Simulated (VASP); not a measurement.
# TiCo3 (Pm-3m) in VASP: electric field gradients with PBEsol

Aim: the electric field gradients of TiCo3 with PBEsol.

Program: VASP 6.6.1. These are calculated values, not measurements. Logs are shortened: lines on timing, memory, paths and dates and some standing lists are left out, and cuts for length are marked.

## 1. The cell of the first run

Symmetry: Pm-3m, No. 221, cubic system. The conventional cell has a = 3.529 Å, b = 3.529 Å, c = 3.529 Å, α = 90.00°, β = 90.00°, γ = 90.00°. Within 3.3 Å of Ti (site symmetry m-3m) lie 12 Co at 2.50 Å. Co (site symmetry 4/mmm) has 4 Ti at 2.50 Å and 8 Co at 2.50 Å within 3.3 Å.

## 2. Electric field gradients, PBEsol, collinear spin, ferromagnetic start

Contents of INCAR:

```
PREC = Accurate ; ENCUT = 520
EDIFF = 1E-8 ; ISMEAR = 0
SIGMA = 0.2 ; LREAL = F
LASPH = T ; NELM = 200
ALGO = Normal ; ISIF = 2
LWAVE = F ; LCHARG = F
ISPIN = 2 ; MAGMOM = 0 0.26 0.26 0.26
LORBIT = 11 ; LMAXMIX = 4
GGA = PS ; LEFG = T
NBANDS = 32 ; GGA_COMPAT = F
```

Contents of KPOINTS:

```
regular mesh
0
Gamma
  12 12 12
```

Contents of POSCAR:

```
TiCo3
1.0
    3.5287348653      0.0000000000      0.0000000000
    0.0000000000      3.5287348653      0.0000000000
    0.0000000000      0.0000000000      3.5287348653
Ti Co
1 3
Direct
    0.0000000000      0.0000000000      0.0000000000
    0.0000000000      0.5000000000      0.5000000000
    0.5000000000      0.0000000000      0.5000000000
    0.5000000000      0.5000000000      0.0000000000
```

Potentials or basis: VASP PAW PBE potentials, release 64 (Ti_sv, Co).

Started as:

```bash
$ cat potpaw_PBE.64/Ti_sv/POTCAR potpaw_PBE.64/Co/POTCAR > POTCAR
$ mpirun -np 1 vasp_std > vasp.out
```

OUTCAR:

```text
PREC = Accurate
   ENCUT = 520
   EDIFF = 1E-8
   ISMEAR = 0
   LREAL = F
   LASPH = T
   NELM = 200
   ISIF = 2
   ISPIN = 2
   LORBIT = 11
   GGA = PS

 ion  position               nearest neighbor table
   1  0.000  0.000  0.000-   2 2.50   3 2.50   4 2.50   2 2.50   3 2.50   2 2.50   4 2.50   2 2.50
                             3 2.50   4 2.50   3 2.50   4 2.50
   2  0.000  0.500  0.500-   1 2.50   3 2.50   4 2.50   1 2.50   4 2.50   1 2.50   3 2.50   1 2.50
                             3 2.50   4 2.50   4 2.50   3 2.50
   3  0.500  0.000  0.500-   1 2.50   2 2.50   4 2.50   1 2.50   4 2.50   2 2.50   4 2.50   4 2.50
                             1 2.50   2 2.50   1 2.50   2 2.50
   4  0.500  0.500  0.000-   1 2.50   2 2.50   3 2.50   2 2.50   3 2.50   1 2.50   3 2.50   3 2.50
                             1 2.50   2 2.50   2 2.50   1 2.50

  LATTYP: Found a simple cubic cell.
 ALAT       =     3.5287348653

  Lattice vectors:

 A1 = (   3.5287348653,   0.0000000000,   0.0000000000)
 A2 = (   0.0000000000,   3.5287348653,   0.0000000000)
 A3 = (   0.0000000000,   0.0000000000,   3.5287348653)

Analysis of symmetry for initial positions (statically):
=====================================================================
 Subroutine PRICEL returns:
 Original cell was already a primitive cell.

 Routine SETGRP: Setting up the symmetry group for a
 simple cubic supercell.

 Subroutine GETGRP returns: Found 48 space group operations
 (whereof 48 operations were pure point group operations)
 out of a pool of 48 trial point group operations.

The static configuration has the point symmetry O_h .

Analysis of symmetry for dynamics (positions and initial velocities):
=====================================================================
 Subroutine PRICEL returns:
 Original cell was already a primitive cell.

 Routine SETGRP: Setting up the symmetry group for a
 simple cubic supercell.

 Subroutine GETGRP returns: Found 48 space group operations
 (whereof 48 operations were pure point group operations)
 out of a pool of 48 trial point group operations.

The dynamic configuration has the point symmetry O_h .

Analysis of structural, dynamic, and magnetic symmetry:
=====================================================================
 Subroutine PRICEL returns:
 Original cell was already a primitive cell.

 Routine SETGRP: Setting up the symmetry group for a
 simple cubic supercell.

 Subroutine GETGRP returns: Found 48 space group operations
 (whereof 48 operations were pure point group operations)
 out of a pool of 48 trial point group operations.

The overall configuration has the point symmetry O_h .

 Subroutine INISYM returns: Found 48 space group operations
 (whereof 48 operations are pure point group operations),
 and found     1 'primitive' translations

----------------------------------------------------------------------------------------

                                     Primitive cell

  volume of cell :      43.9397

  direct lattice vectors                    reciprocal lattice vectors
     3.528734865  0.000000000  0.000000000     0.283387684  0.000000000  0.000000000
     0.000000000  3.528734865  0.000000000     0.000000000  0.283387684  0.000000000
     0.000000000  0.000000000  3.528734865     0.000000000  0.000000000  0.283387684

  length of vectors
     3.528734865  3.528734865  3.528734865     0.283387684  0.283387684  0.283387684

  position of ions in fractional coordinates (direct lattice)
     0.000000000  0.000000000  0.000000000
     0.000000000  0.500000000  0.500000000
     0.500000000  0.000000000  0.500000000
     0.500000000  0.500000000  0.000000000

  ion indices of the primitive-cell ions
   primitive index   ion index
                 1           1
                 2           2
                 3           3
                 4           4

[... 87 lines left out ...]
   EFERMI_NEDOS =   21; number of points for ismear=-14 and -15
   IALGO  =     38    algorithm
   IMIX   =      4    mixing-type and parameters
     AMIX     =   0.40;   BMIX     =  1.00
     AMIX_MAG =   1.60;   BMIX_MAG =  1.00
  volume/ion in A,a.u.               =      10.98        74.13
  Fermi-wavevector in a.u.,A,eV,Ry     =   1.573297  2.973100 33.677997  2.475263
  Thomas-Fermi vector in A             =   2.674602
   LORBIT       =     11    0 simple, 1 ext, 2 COOP (PROOUT), +10 PAW based schemes
   GGA     = PS    functional components
   LHFCALC =     F    Hartree Fock is set to
   AEXX    =    0.0000 exact exchange contribution
   IVDW    =     0    specifies the selected vdW correction
   LEPSILON=     F    determine dielectric tensor
   LRPA    =     F    only Hartree local field effects (RPA)
 spin polarized calculation
 Gauss-broadening in eV      SIGMA  =   0.20
  energy-cutoff  :      520.00
  volume of cell :       43.94
 maximum number of plane-waves:      1213
 NGX is ok and might be reduce to    28
   NGX = 13   NGY = 13   NGZ = 13

 number of electron      38.9999988 magnetization       0.5869602

 Free energy of the ion-electron system (eV)
  ---------------------------------------------------
  ext. energy  EPLUGINS =         0.00000000
  ---------------------------------------------------
  free energy    TOTEN  =       -32.76577575 eV

  energy without entropy =      -32.65942891  energy(sigma->0) =      -32.71260233

 E-fermi :  10.6812     XC(G=0): -13.6679

 val. band max:       10.6744161598   @ k =   0.3333   0.2500   0.1667
 cond. band min:      10.6836904717   @ k =   0.4167   0.3333   0.0000
 fundamental gap:      0.0092743119
 Fermi energy:        10.6812077133

 spin component 1

 k-point     1 :       0.0000    0.0000    0.0000
  band No.  band energies     occupation
      1     -45.4132      1.00000
      2     -21.7779      1.00000
      3     -21.7779      1.00000
      4     -21.7779      1.00000
      5       2.4723      1.00000
      6       6.1091      1.00000
[... 805 lines left out ...]
     30      22.9973      0.00000
     31      23.5274      0.00000

 [... further k-points ...]

 spin component 2

 k-point     1 :       0.0000    0.0000    0.0000
  band No.  band energies     occupation
      1     -45.4761      1.00000
      2     -21.8417      1.00000
      3     -21.8417      1.00000
      4     -21.8417      1.00000
      5       2.4802      1.00000
      6       6.2137      1.00000
[... 805 lines left out ...]
     30      23.0648      0.00000
     31      23.5648      0.00000

 [... further k-points ...]

 [bands above 31 left out]

------------------------ aborting loop because EDIFF is reached ----------------------------------------

  FORCE on cell =-STRESS in cart. coord.  units (eV):
  Direction    XX          YY          ZZ          XY          YZ          ZX
  --------------------------------------------------------------------------------------
  -------------------------------------------------------------------------------------
  Total       -0.1792519     -0.1792519     -0.1792519      0.0000000      0.0000000     -0.0000000
  in kB       -6.5360788     -6.5360788     -6.5360788      0.0000000      0.0000000     -0.0000000
  external PRESSURE =      -6.5360788 kB  Pullay stress =       0.0000000 kB

 VOLUME and BASIS-vectors are now :
 -----------------------------------------------------------------------------
  energy-cutoff  :      520.00
  volume of cell :       43.94
      direct lattice vectors                 reciprocal lattice vectors
     3.528734865  0.000000000  0.000000000     0.283387684  0.000000000  0.000000000
     0.000000000  3.528734865  0.000000000     0.000000000  0.283387684  0.000000000
     0.000000000  0.000000000  3.528734865     0.000000000  0.000000000  0.283387684

 POSITION                                       TOTAL-FORCE (eV/Angst)
 -----------------------------------------------------------------------------------
      0.00000      0.00000      0.00000         0.000000      0.000000      0.000000
      0.00000      1.76437      1.76437         0.000000      0.000000      0.000000
      1.76437      0.00000      1.76437         0.000000      0.000000      0.000000
      1.76437      1.76437      0.00000         0.000000      0.000000      0.000000
 -----------------------------------------------------------------------------------
    total drift:                                0.000000      0.000000      0.000000

  FREE ENERGIE OF THE ION-ELECTRON SYSTEM (eV)
  ---------------------------------------------------
  free  energy   TOTEN  =       -32.7657757495 eV

  energy  without entropy=      -32.6594289144  energy(sigma->0) =      -32.71260233

 Electric field gradients (V/A^2)
---------------------------------------------------------------------
 ion       V_xx      V_yy      V_zz      V_xy      V_xz      V_yz
---------------------------------------------------------------------
   1       0.000     0.000    -0.000    -0.000    -0.000    -0.000
   2      16.162    -8.081    -8.081     0.000    -0.000    -0.000
   3      -8.081    16.162    -8.081     0.000    -0.000     0.000
   4      -8.081    -8.081    16.162     0.000    -0.000     0.000
---------------------------------------------------------------------

 Electric field gradients after diagonalization (V/A^2)
 (convention: |V_zz| > |V_xx| > |V_yy|)
----------------------------------------------------------------------
 ion       V_xx      V_yy      V_zz     asymmetry (V_yy - V_xx)/ V_zz
----------------------------------------------------------------------
   1      -0.000     0.000     0.000       0.705
   2      -8.081    -8.081    16.162       0.000
   3      -8.081    -8.081    16.162       0.000
   4      -8.081    -8.081    16.162       0.000
----------------------------------------------------------------------

           NMR quadrupolar parameters

 Cq : quadrupolar parameter    Cq=e*Q*V_zz/h
 eta: asymmetry parameters     (V_yy - V_xx)/ V_zz
 Q  : nuclear electric quadrupole moment in mb (millibarn)
----------------------------------------------------------------------
 ion       Cq(MHz)       eta       Q (mb)
----------------------------------------------------------------------
   1       0.000       0.705       1.000
   2       0.039       0.000       1.000
   3       0.039       0.000       1.000
   4       0.039       0.000       1.000
----------------------------------------------------------------------

 total charge

# of ion       s       p       d       tot
------------------------------------------
    1        2.281   6.215   1.994  10.489
    2        0.529   0.549   7.354   8.432
    3        0.529   0.549   7.354   8.432
    4        0.529   0.549   7.354   8.432
--------------------------------------------------
tot          3.868   7.861  24.057  35.785

 magnetization (x)

# of ion       s       p       d       tot
------------------------------------------
    1       -0.001  -0.005  -0.067  -0.073
    2       -0.001  -0.002   0.226   0.223
    3       -0.001  -0.002   0.226   0.223
    4       -0.001  -0.002   0.226   0.223
--------------------------------------------------
tot         -0.003  -0.011   0.612   0.597
```

Wall time 10 min (1 thread of Intel Xeon Platinum 8375C at 2.90GHz (Ice Lake), shared host); peak memory 0.3 GiB.

Results:

| Quantity | Value |
| --- | --- |
| Free energy | -32.7658 eV |
| Pressure | -0.7 GPa |
| Net moment | 0.59 μB per cell |
| Site moments | Ti -0.07; Co +0.22 μB |
| Largest electric field gradient by atom | Ti -0.0; Co +16.2 V/Å² |
| Valence electrons inside the program's atomic spheres | Ti 10.49; Co 8.43 |

Levels at points of the mesh, in eV from the Fermi level:
Spin up:
| k point | band 17 | band 18 | band 19 | band 20 | band 21 | band 22 | band 23 | band 24 |
| --- | --- | --- | --- | --- | --- | --- | --- | --- |
| (0.00, 0.00, 0.00) | 0.33 | 0.61 | 0.61 | 0.61 | 2.60 | 2.60 | 3.43 | 3.43 |
| (0.50, 0.00, 0.00) | -0.70 | -0.70 | -0.66 | -0.07 | 0.61 | 1.23 | 1.23 | 1.96 |
| (0.50, 0.50, 0.00) | -1.06 | -0.99 | -0.99 | -0.50 | -0.48 | 1.76 | 1.76 | 2.18 |
| (0.50, 0.50, 0.50) | -0.09 | 0.37 | 0.37 | 0.37 | 0.87 | 0.87 | 0.87 | 2.22 |
Spin down:
| k point | band 16 | band 17 | band 18 | band 19 | band 20 | band 21 | band 22 | band 23 | band 24 | band 25 |
| --- | --- | --- | --- | --- | --- | --- | --- | --- | --- | --- |
| (0.00, 0.00, 0.00) | 0.07 | 0.61 | 0.82 | 0.82 | 0.82 | 2.70 | 2.70 | 3.43 | 3.43 | 3.43 |
| (0.50, 0.00, 0.00) | -0.63 | -0.52 | -0.52 | -0.40 | 0.24 | 0.82 | 1.24 | 1.24 | 2.05 | 2.52 |
| (0.50, 0.50, 0.00) | -1.31 | -0.81 | -0.70 | -0.70 | -0.32 | -0.28 | 1.77 | 1.77 | 2.32 | 2.36 |
| (0.50, 0.50, 0.50) | -0.94 | -0.06 | 0.62 | 0.62 | 0.62 | 0.86 | 0.86 | 0.86 | 2.33 | 2.33 |

Electric field gradients, principal values (V/Å²):
| atom | least | middle | greatest (by size) |
| --- | --- | --- | --- |
| 1 Ti | 0.000 | 0.000 | 0.000 |
| 2 Co | -8.081 | -8.081 | 16.162 |
| 3 Co | -8.081 | -8.081 | 16.162 |
| 4 Co | -8.081 | -8.081 | 16.162 |

Caveat: without QUAD_EFG the Cq values of the log hold for a quadrupole moment of 1 mb, not for the nuclei; the PAW data sets were made with another functional, which shifts forces and pressure a little.
